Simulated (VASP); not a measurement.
A run of VASP 6.6.1 is set up as follows.

INCAR

```
ALGO = Normal
EDIFF = 1E-7
EDIFFG = -0.04
ENCUT = 600
GGA = PE
IBRION = 2
ISIF = 3
ISMEAR = 0
LASPH = True
LCHARG = False
LREAL = False
LWAVE = False
NELM = 100
NSW = 90
PREC = Accurate
SIGMA = 0.1
```

Contents of KPOINTS:

```
k-points
0
Gamma
  4 4 6
```

The input POSCAR:

```
KF
1.0
    2.1603626790     -5.0808529673      0.0000000000
    2.1603626790      5.0808529673      0.0000000000
    0.0000000000      0.0000000000      3.6806178976
K F
2 2
Direct
    0.6400000000      0.3600000000      0.2500000000
    0.3600000000      0.6400000000      0.7500000000
    0.9300000000      0.0700000000      0.2500000000
    0.0700000000      0.9300000000      0.7500000000
```

Potentials or basis: VASP PAW PBE potentials, release 64 (K_sv, F).

The run is started by

```bash
$ cat potpaw_PBE.64/K_sv/POTCAR potpaw_PBE.64/F/POTCAR > POTCAR
$ mpirun -np 1 vasp_std > vasp.out
```

(1) What does it give for the band gap on the k mesh?

(2) Predict the space group after relaxing (to 0.1 Å).

(3) Estimate the relaxed volume.

Answers

(1) 5.83 eV (least direct gap 5.85 eV).

(2) Cmcm (No. 63).

(3) 19.33 Å³/atom.
